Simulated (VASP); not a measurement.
A run of VASP 6.6.1 is set up as follows.

INCAR

```
SYSTEM = Cs2AgBiBr6
  PREC = Accurate
  ENCUT = 520
  EDIFF = 1E-6
  ISMEAR = 0
  SIGMA = 0.01
  LREAL = .False.
  LASPH = .True.
  NELM = 80
  ALGO = Normal
  ISIF = 2
  LWAVE = .False.
  LCHARG = .False.
  GGA = PS
  NBANDS = 54
```

KPOINTS

```
regular mesh
0
Gamma
  3 3 3
  0 0 0
```

POSCAR

```
Cs2AgBiBr6
1.0
    0.0000000000      5.6900045278      5.6900045278
    5.6900045278      0.0000000000      5.6900045278
    5.6900045278      5.6900045278      0.0000000000
Cs Ag Bi Br
2 1 1 6
Direct
    0.2500000000      0.2500000000      0.2500000000
    0.7500000000      0.7500000000      0.7500000000
    0.5000000000      0.5000000000      0.5000000000
    0.0000000000      0.0000000000      0.0000000000
    0.2505500000      0.7494500000      0.2505500000
    0.2505500000      0.7494500000      0.7494500000
    0.7494500000      0.2505500000      0.7494500000
    0.7494500000      0.2505500000      0.2505500000
    0.2505500000      0.2505500000      0.7494500000
    0.7494500000      0.7494500000      0.2505500000
```

Potentials or basis: VASP PAW PBE potentials, release 64 (Cs_sv, Ag, Bi_d, Br).

Run with:

```console
$ cat potpaw_PBE.64/Cs_sv/POTCAR potpaw_PBE.64/Ag/POTCAR potpaw_PBE.64/Bi_d/POTCAR potpaw_PBE.64/Br/POTCAR > POTCAR
$ mpirun -np 1 vasp_std > vasp.out
```

**Question.** Estimate the band gap on the k mesh.

**Answer.** 1.83 eV (least direct gap 2.44 eV).

**Question.** Predict the largest force.

**Answer.** 0.167 eV/Å.

**Question.** What does it give for the pressure?

**Answer.** -1.0 GPa.

Forces in eV/Å, atoms in the order of the input:
```
Cs   0.000  0.000  0.000
Cs   0.000  0.000  0.000
Ag   0.000  0.000  0.000
Bi   0.000  0.000  0.000
Br   0.000  0.167  0.000
Br  -0.167  0.000  0.000
Br   0.000 -0.167  0.000
Br   0.167  0.000  0.000
Br   0.000  0.000  0.167
Br   0.000  0.000 -0.167
```

Caveat: the PAW data sets were made with another functional, which shifts forces and pressure a little; spin-orbit coupling is left out, which moves the levels of the heavy elements; an odd mesh through Γ misses points on the zone boundary, where band edges can lie.
